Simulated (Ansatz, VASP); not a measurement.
**Al: VASP beside Ansatz**

```
CELL_PARAMETERS angstrom
0.00000 2.02481 2.02481
2.02481 0.00000 2.02481
2.02481 2.02481 0.00000
ATOMIC_POSITIONS crystal
Al 0.00000 0.00000 0.00000
```

Alike in both runs: task relaxation of cell and atoms; functional PBEsol; k mesh 18 × 18 × 18; occupations gaussian, width 0.1 eV; no spin polarisation.

|  | VASP | Ansatz |
| --- | --- | --- |
| version | VASP 6.6.1 | Ansatz 0.2.0 |
| potentials or method | VASP PAW PBE potentials, release 64 (Al), cutoff 600 eV | scalar-relativistic, plane waves, PAW |
| valence electrons in the cell | 3 | 3 |

```csv
,VASP,Ansatz,Ansatz less VASP
"gap on the k mesh at the Fermi level, each at its own relaxed structure (eV)",none,none,-
relaxed volume (Å³/atom),16.19,16.18,-0.016
relaxed cell length with the largest relative difference (Å),2.840,2.839,-0.0009
```

VASP's potentials were made for PBE, not for PBEsol, and Ansatz warns of the same on its side. A gap of «none» marks a metal or a gap that the smearing closes.
